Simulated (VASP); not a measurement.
# C in VASP: single point with PBE

Aim: the single point of C with PBE.

Program: VASP 6.6.1. These are calculated values, not measurements. Logs are shortened: lines on timing, memory, paths and dates and some standing lists are left out, and cuts for length are marked.

### 1 The cell of the first run

The typed cell holds 8 atoms: a = 2.512 Å, b = 4.180 Å, c = 4.350 Å, α = 90.00°, β = 90.00°, γ = 90.00°.

### 2 Single point, PBE

INCAR reads:

```
SYSTEM = C
PREC     = Accurate       ! precision mode
ENCUT    = 520            ! plane-wave cutoff, eV
EDIFF    = 1E-6           ! SCF threshold, eV
ISMEAR   = 0              ! smearing method
SIGMA    = 0.1            ! smearing width, eV
LREAL    = .False.        ! projectors in reciprocal space
LASPH    = .True.         ! aspherical terms in the spheres
NELM     = 60             ! most SCF steps
ALGO     = Normal         ! electronic algorithm
ISIF     = 2              ! what is computed and relaxed
LWAVE    = .False.        ! write WAVECAR
LCHARG   = .True.         ! write CHGCAR
GGA      = PE             ! functional
LELF     = .True.         ! ELF
LVHAR    = .True.       
NBANDS   = 26             ! bands
```

KPOINTS reads:

```
Automatic mesh
0
Gamma
  6 4 4
  0 0 0
```

POSCAR reads:

```
C
1.0
   -2.5118344544     -0.0000015857     -0.0000027940
   -0.0000058690     -0.0000444047     -4.1800405909
   -0.0000023087     -4.3498401763     -0.0000459481
C
8
Direct
    0.5000024627      0.4372761735      0.8333223138
    0.9999956229      0.4372777150      0.3333216104
    0.0000037880      0.9372756703      0.6666760712
    0.4999960341      0.9372774440      0.1666762672
    0.5000038554      0.0627219672      0.8333243788
    0.9999966203      0.0627242828      0.3333246136
    0.0000045147      0.5627224750      0.6666767919
    0.4999971016      0.5627242722      0.1666779532
```

Potentials or basis: VASP PAW PBE potentials, release 64 (C).

On the command line:

```console
$ cat potpaw_PBE.64/C/POTCAR > POTCAR
$ mpirun -np 1 vasp_std > vasp.out
```

OUTCAR:

```text
SYSTEM = C
   PREC = Accurate
   ENCUT = 520
   EDIFF = 1E-6
   ISMEAR = 0
   LREAL = .False.
   LASPH = .True.
   NELM = 60
   ISIF = 2
   GGA = PE

 ion  position               nearest neighbor table
   1  0.500  0.437  0.833-   8 1.54   7 1.54   7 1.54   5 1.57
   2  1.000  0.437  0.333-   7 1.54   8 1.54   8 1.54   6 1.57
   3  0.000  0.937  0.667-   6 1.54   5 1.54   5 1.54   7 1.57
   4  0.500  0.937  0.167-   5 1.54   6 1.54   6 1.54   8 1.57
   5  0.500  0.063  0.833-   4 1.54   3 1.54   3 1.54   1 1.57
   6  1.000  0.063  0.333-   3 1.54   4 1.54   4 1.54   2 1.57
   7  0.000  0.563  0.667-   2 1.54   1 1.54   1 1.54   3 1.57
   8  0.500  0.563  0.167-   1 1.54   2 1.54   2 1.54   4 1.57

  LATTYP: Found a simple monoclinic cell.
 ALAT       =     4.1800405911
 B/A-ratio  =     0.6009114983
 C/A-ratio  =     1.0406215159
 COS(beta)  =    -0.0000211862

  Lattice vectors:

 A1 = (  -0.0000058690,  -0.0000444047,  -4.1800405909)
 A2 = (  -2.5118344544,  -0.0000015857,  -0.0000027940)
 A3 = (   0.0000023087,   4.3498401763,   0.0000459481)

Analysis of symmetry for initial positions (statically):
=====================================================================
 Subroutine PRICEL returns:
 Original cell was already a primitive cell.

 Routine SETGRP: Setting up the symmetry group for a
 simple monoclinic supercell.

 Subroutine GETGRP returns: Found  4 space group operations
 (whereof  2 operations were pure point group operations)
 out of a pool of  4 trial point group operations.

The static configuration has the point symmetry S_2 .
 The point group associated with its full space group is C_2h.

Analysis of symmetry for dynamics (positions and initial velocities):
=====================================================================
 Subroutine PRICEL returns:
 Original cell was already a primitive cell.

 Routine SETGRP: Setting up the symmetry group for a
 simple monoclinic supercell.

 Subroutine GETGRP returns: Found  4 space group operations
 (whereof  2 operations were pure point group operations)
 out of a pool of  4 trial point group operations.

The dynamic configuration has the point symmetry S_2 .
 The point group associated with its full space group is C_2h.

 Subroutine INISYM returns: Found  4 space group operations
 (whereof  2 operations are pure point group operations),
 and found     1 'primitive' translations

----------------------------------------------------------------------------------------

                                     Primitive cell

  volume of cell :      45.6715

  direct lattice vectors                    reciprocal lattice vectors
    -2.511834454 -0.000001586 -0.000002794    -0.398115409  0.000000211  0.000000559
    -0.000005869 -0.000044405 -4.180040591     0.000000266  0.000002527 -0.239232127
    -0.000002309 -4.349840176 -0.000045948     0.000000145 -0.229893504  0.000002442

  length of vectors
     2.511834454  4.180040591  4.349840177     0.398115409  0.239232127  0.229893504

  position of ions in fractional coordinates (direct lattice)
     0.500002463  0.437276174  0.833322314
     0.999995623  0.437277715  0.333321610
     0.000003788  0.937275670  0.666676071
     0.499996034  0.937277444  0.166676267
     0.500003855  0.062721967  0.833324379
     0.999996620  0.062724283  0.333324614
     0.000004515  0.562722475  0.666676792
     0.499997102  0.562724272  0.166677953

  ion indices of the primitive-cell ions
   primitive index   ion index
                 1           1
                 2           2
                 3           3
                 4           4
                 5           5
                 6           6
                 7           7
                 8           8

----------------------------------------------------------------------------------------

 KPOINTS: Automatic mesh

Automatic generation of k-mesh.
 Grid dimensions read from file:
 generate k-points for:    6    4    4

 Generating k-lattice:

  Cartesian coordinates                     Fractional coordinates (reciprocal lattice)
    -0.066352568  0.000000035  0.000000093     0.166666667  0.000000000  0.000000000
     0.000000067  0.000000632 -0.059808032     0.000000000  0.250000000 -0.000000000
     0.000000036 -0.057473376  0.000000611     0.000000000  0.000000000  0.250000000

  Length of vectors
     0.066352568  0.059808032  0.057473376

  Shift w.r.t. Gamma in fractional coordinates (k-lattice)
     0.000000000  0.000000000  0.000000000

 Subroutine IBZKPT returns following result:
 ===========================================

 Found     40 irreducible k-points:

 Following reciprocal coordinates:
            Coordinates               Weight
  0.000000  0.000000  0.000000      1.000000
  0.166667  0.000000 -0.000000      2.000000
  0.333333  0.000000 -0.000000      2.000000
  0.500000 -0.000000 -0.000000      1.000000
 -0.000000  0.250000 -0.000000      2.000000
  0.166667  0.250000 -0.000000      4.000000
[... 16 lines left out ...]
  0.333333  0.500000  0.250000      4.000000
  0.500000  0.500000  0.250000      2.000000
 [... further k-points ...]
   k-points           NKPTS =     40   k-points in BZ     NKDIM =     40   number of bands    NBANDS=     26
   number of dos      NEDOS =    301   number of ions     NIONS =      8
   total plane-waves  NPLWV =  20480
   dimension x,y,z NGX =    20 NGY =   32 NGZ =   32
   dimension x,y,z NGXF=    40 NGYF=   64 NGZF=   64
   ions per type =               8
   NGX,Y,Z   is equivalent  to a cutoff of  13.24, 12.73, 12.23 a.u.
   NGXF,Y,Z  is equivalent  to a cutoff of  26.47, 25.45, 24.46 a.u.
 SYSTEM =  C
   PREC   = accura    normal or accurate (medium, high low for compatibility)
   ISTART =      0    job   : 0-new  1-cont  2-samecut
   ICHARG =      2    charge: 1-file 2-atom 10-const
   ISPIN  =      1    spin polarized calculation?
   LNONCOLLINEAR =      F non collinear calculations
   LSORBIT =      F    spin-orbit coupling
   LASPH  =      T    aspherical Exc in radial PAW
   ENCUT  =  520.0 eV  38.22 Ry    6.18 a.u.   4.67  7.77  8.09*2*pi/ulx,y,z
   NELM   =     60;   NELMIN=  2; NELMDL= -5     # of ELM steps
   EDIFF  = 0.1E-05   stopping-criterion for ELM
   LREAL  =      F    real-space projection
   EDIFFG = 0.1E-04   stopping-criterion for IOM
   NSW    =      0    number of steps for IOM
   IBRION =     -1    ionic relax: 0-MD 1-quasi-New 2-CG
   NFREE  =      0    steps in history (QN), initial steepest desc. (CG)
   ISIF   =      2    stress and relaxation
   ISYM   =      2    0-nonsym 1-usesym 2-fastsym
   POTIM  = 0.5000    time-step for ionic-motion
   TEBEG  =    0.0;   TEEND  =   0.0 temperature during run
   PSTRESS=    0.0 pullay stress
   NELECT =      32.0000    total number of electrons
   NUPDOWN=      -1.0000    fix difference up-down
   EMIN   =  10.00;   EMAX   =-10.00  energy-range for DOS
   EFERMI =   0.00;   METHOD = LEGACY
   ISMEAR =     0;   SIGMA  =   0.10  broadening in eV -4-tet -1-fermi 0-gaus
   EFERMI_NEDOS =   21; number of points for ismear=-14 and -15
   IALGO  =     38    algorithm
   IMIX   =      4    mixing-type and parameters
     AMIX     =   0.40;   BMIX     =  1.00
     AMIX_MAG =   1.60;   BMIX_MAG =  1.00
  volume/ion in A,a.u.               =       5.71        38.53
  Fermi-wavevector in a.u.,A,eV,Ry     =   1.454041  2.747738 28.765903  2.114234
  Thomas-Fermi vector in A             =   2.571237
   LORBIT       =      0    0 simple, 1 ext, 2 COOP (PROOUT), +10 PAW based schemes
   GGA     = PE    functional components
   LHFCALC =     F    Hartree Fock is set to
   AEXX    =    0.0000 exact exchange contribution
   IVDW    =     0    specifies the selected vdW correction
   LEPSILON=     F    determine dielectric tensor
   LRPA    =     F    only Hartree local field effects (RPA)
 non-spin polarized calculation
 Gauss-broadening in eV      SIGMA  =   0.10
  energy-cutoff  :      520.00
  volume of cell :       45.67
 maximum number of plane-waves:      1260
 NGX is ok and might be reduce to    20
   NGX =  9   NGY = 15   NGZ = 17

 number of electron      31.9999997 magnetization

 Free energy of the ion-electron system (eV)
  ---------------------------------------------------
  ext. energy  EPLUGINS =         0.00000000
  ---------------------------------------------------
  free energy    TOTEN  =       -72.53869407 eV

  energy without entropy =      -72.53869407  energy(sigma->0) =      -72.53869407

 E-fermi :  10.4257     XC(G=0): -13.2126

 val. band max:        9.9211599088   @ k =   0.0000   0.0000   0.0000
 cond. band min:      13.2629545071   @ k =   0.3333   0.0000  -0.0000
 fundamental gap:      3.3417945983
 Fermi energy:        10.4257112771

 k-point     1 :       0.0000    0.0000    0.0000
  band No.  band energies     occupation
      1     -11.7761      2.00000
      2      -6.5521      2.00000
      3      -6.2372      2.00000
      4      -4.7243      2.00000
      5      -3.6877      2.00000
      6      -1.4007      2.00000
[... 18 lines left out ...]
     25      19.4089      0.00000
     26      19.4090      0.00000

 k-point     2 :       0.1667    0.0000   -0.0000
  band No.  band energies     occupation
      1     -11.2614      2.00000
      2      -6.0763      2.00000
      3      -5.7727      2.00000
      4      -4.4094      2.00000
      5      -3.2142      2.00000
      6      -0.9891      2.00000
[... 18 lines left out ...]
     25      20.7410      0.00000
     26      21.4862      0.00000

 k-point     3 :       0.3333    0.0000   -0.0000
  band No.  band energies     occupation
      1      -9.7387      2.00000
      2      -4.6708      2.00000
      3      -4.6693      2.00000
      4      -4.3959      2.00000
      5      -1.9638      2.00000
      6      -1.1177      2.00000
[... 18 lines left out ...]
     25      22.2813      0.00000
     26      22.2880      0.00000

 k-point     4 :       0.5000   -0.0000   -0.0000
  band No.  band energies     occupation
      1      -7.3155      2.00000
      2      -7.3155      2.00000
      3      -2.4868      2.00000
      4      -2.4868      2.00000
      5      -2.1927      2.00000
      6      -2.1926      2.00000
[... 18 lines left out ...]
     25      23.1131      0.00000
     26      23.1444      0.00000

 k-point     5 :      -0.0000    0.2500   -0.0000
  band No.  band energies     occupation
      1     -11.3560      2.00000
      2      -8.1085      2.00000
      3      -6.1681      2.00000
      4      -4.3844      2.00000
      5      -3.0279      2.00000
      6      -1.2907      2.00000
[... 18 lines left out ...]
     25      18.6928      0.00000
     26      19.4803      0.00000

 k-point     6 :       0.1667    0.2500   -0.0000
  band No.  band energies     occupation
      1     -10.8433      2.00000
      2      -7.6171      2.00000
      3      -5.6963      2.00000
      4      -4.0792      2.00000
      5      -2.5629      2.00000
      6      -0.9857      2.00000
[... 427 lines left out ...]
 k-point    21 :      -0.0000    0.5000    0.2500
  band No.  band energies     occupation
      1      -9.7292      2.00000
      2      -9.7291      2.00000
      3      -6.7914      2.00000
      4      -6.7912      2.00000
      5      -0.6967      2.00000
      6      -0.6965      2.00000
[... 18 lines left out ...]
     25      18.6054      0.00000
     26      18.6054      0.00000

 k-point    22 :       0.1667    0.5000    0.2500
  band No.  band energies     occupation
      1      -9.2257      2.00000
      2      -9.2256      2.00000
      3      -6.3190      2.00000
      4      -6.3188      2.00000
      5      -0.5243      2.00000
      6      -0.5240      2.00000
[... 18 lines left out ...]
     25      19.7302      0.00000
     26      19.7303      0.00000

 k-point    23 :       0.3333    0.5000    0.2500
  band No.  band energies     occupation
      1      -7.7431      2.00000
      2      -7.7430      2.00000
      3      -5.0261      2.00000
      4      -5.0259      2.00000
      5      -1.7950      2.00000
      6      -1.7949      2.00000
[... 18 lines left out ...]
     25      20.8189      0.00000
     26      20.9411      0.00000

 k-point    24 :       0.5000    0.5000    0.2500
  band No.  band energies     occupation
      1      -5.4736      2.00000
      2      -5.4735      2.00000
      3      -5.4735      2.00000
      4      -5.4734      2.00000
      5      -2.0075      2.00000
      6      -2.0074      2.00000
[... 18 lines left out ...]
     25      21.4086      0.00000
     26      21.4091      0.00000

 [... further k-points ...]
[... 5 lines left out ...]
  --------------------------------------------------------------------------------------
  -------------------------------------------------------------------------------------
  Total        0.2072096      0.2048010      0.1704266      0.0000002     -0.0029138      0.0000005
  in kB        7.2690171      7.1845221      5.9786494      0.0000083     -0.1022162      0.0000164
  external PRESSURE =       6.8107295 kB  Pullay stress =       0.0000000 kB

 VOLUME and BASIS-vectors are now :
 -----------------------------------------------------------------------------
  energy-cutoff  :      520.00
  volume of cell :       45.67
      direct lattice vectors                 reciprocal lattice vectors
    -2.511834454 -0.000001586 -0.000002794    -0.398115409  0.000000211  0.000000559
    -0.000005869 -0.000044405 -4.180040591     0.000000266  0.000002527 -0.239232127
    -0.000002309 -4.349840176 -0.000045948     0.000000145 -0.229893504  0.000002442

 POSITION                                       TOTAL-FORCE (eV/Angst)
 -----------------------------------------------------------------------------------
     -1.25593     -3.62484     -1.82787         0.000111     -0.000106      0.003143
     -2.51183     -1.44992     -1.82786        -0.000111     -0.000106      0.003143
     -0.00002     -2.89998     -3.91788         0.000126     -0.000647      0.003119
     -1.25591     -0.72506     -3.91787        -0.000126     -0.000647      0.003119
     -1.25593     -3.62483     -0.26222         0.000126      0.000647     -0.003119
     -2.51183     -1.44991     -0.26221        -0.000126      0.000647     -0.003119
     -0.00002     -2.89996     -2.35223         0.000111      0.000106     -0.003143
     -1.25591     -0.72505     -2.35222        -0.000111      0.000106     -0.003143
 -----------------------------------------------------------------------------------
    total drift:                               -0.000075     -0.000724      0.003673

  FREE ENERGIE OF THE ION-ELECTRON SYSTEM (eV)
  ---------------------------------------------------
  free  energy   TOTEN  =       -72.5386940700 eV

  energy  without entropy=      -72.5386940700  energy(sigma->0) =      -72.53869407
```

It took 24 s on 1 thread of Intel Xeon Platinum 8488C (Sapphire Rapids), shared host; peak memory 0.16 GiB.

Results:

| Property | Result |
| --- | --- |
| Free energy | -72.5387 eV |
| Pressure | 0.7 GPa |
| Largest force | 0.003 eV/Å |
| Band gap on the k mesh | 3.34 eV |

Forces on the atoms (eV/Å):
```
C    0.000  0.000  0.003
C    0.000  0.000  0.003
C    0.000 -0.001  0.003
C    0.000 -0.001  0.003
C    0.000  0.001 -0.003
C    0.000  0.001 -0.003
C    0.000  0.000 -0.003
C    0.000  0.000 -0.003
```

Levels at points of the mesh, in eV from the valence-band top:
```
           k point  band 14  band 15  band 16  band 17  band 18  band 19
(0.00, 0.00, 0.00)    -0.47     0.00     0.00     4.47     4.96     4.96
(0.50, 0.00, 0.00)    -5.54    -5.13    -5.13     4.48     4.48     9.68
(0.00, 0.50, 0.00)    -1.84    -1.84    -1.83     5.87     5.87     6.49
(0.50, 0.50, 0.00)    -4.60    -4.60    -4.60     7.23     7.23     7.23
(0.00, 0.00, 0.50)    -2.51    -1.86    -1.86     4.91     4.91     6.92
(0.50, 0.00, 0.50)    -5.90    -3.12    -3.12     4.48     4.48     8.09
(0.00, 0.50, 0.50)    -3.77    -3.77    -3.77     6.03     6.03     6.03
(0.50, 0.50, 0.50)    -4.79    -4.79    -4.79     5.87     5.87     5.87
```

A k mesh can miss the band edges.
